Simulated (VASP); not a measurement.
Be: single point with PBEsol

Crystal: Be.

```
Be
1.0
     2.24244    0.00000    0.00000
    -1.12122    1.94201    0.00000
     0.00000    0.00000    3.63275
Be
2
Direct
  0.29333 0.64667 0.22000
  0.70667 0.35333 0.78000
```

This cell differs from its parent crystal: shortest bond scaled by 0.88.

| Quantity | Value |
| --- | --- |
| Program | VASP 6.6.1 |
| Task | single point |
| Functional | PBEsol |
| Potentials or basis | VASP PAW PBE potentials, release 64 (Be) |
| Cutoff | 520 eV |
| k mesh | 15 × 15 × 8 |
| Occupations | fermi-dirac, width 0.05 eV |
| Spin | no spin polarisation |

- Pressure: 3.6 GPa
- Largest force: 1.908 eV/Å
- Band gap on the k mesh: zero (band 2 reaches 7.72 eV, above the bottom of band 3 at 6.04 eV)

Forces on the atoms (eV/Å):
```
Be   0.614  0.355  1.771
Be  -0.614 -0.355 -1.771
```

Stress tensor (GPa, compression positive):
```
5.39 3.13 4.81
3.13 1.78 2.78
4.81 2.78 3.55
```

Levels at points of the mesh, in eV from the Fermi level:
```tsv
k point	band 1	band 2	band 3	band 4	band 5	band 6	band 7
(0.00, 0.00, 0.00)	-11.57	-4.78	0.22	15.76	16.73	18.24	19.73
(0.00, 0.00, 0.50)	-9.92	-8.98	7.96	11.58	16.87	17.48	18.18
```

Run time: 47 s on 1 thread of Intel(R) Xeon(R) Platinum 8375C CPU @ 2.90GHz (Ice Lake), on a shared host, peak memory 0.17 GiB.

Caveat: the cell differs from its parent crystal (shortest bond scaled by 0.88); the PAW data sets were made with another functional, which shifts forces and pressure a little.
